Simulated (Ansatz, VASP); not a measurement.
Two plane-wave programs on Nb

```xyz
1
Lattice="-1.6358 1.6358 1.6358 1.6358 -1.6358 1.6358 1.6358 1.6358 -1.6358" Properties=species:S:1:pos:R:3 pbc="T T T"
Nb    0.0000    0.0000    0.0000
```

Alike in both runs: task single point; functional PBEsol; k mesh 16 × 16 × 16; occupations fermi-dirac, width 0.08 eV; no spin polarisation.

```csv
,VASP,Ansatz
version,VASP 6.6.1,Ansatz 0.2.0
potentials or method,"VASP PAW PBE potentials, release 64 (Nb_sv)","PAW with Ansatz's default frozen-core files, scalar-relativistic"
plane-wave cutoff (eV),520,420
valence electrons in the cell,13,13
```

```tsv
	VASP	Ansatz	Ansatz less VASP
pressure (GPa)	-0.3	0.0	+0.32
```

VASP's potentials were made for PBE, not for PBEsol. With one functional, cell and mesh, what is left measures potentials, basis and numerics. Ansatz's warnings: optics on partly filled bands.
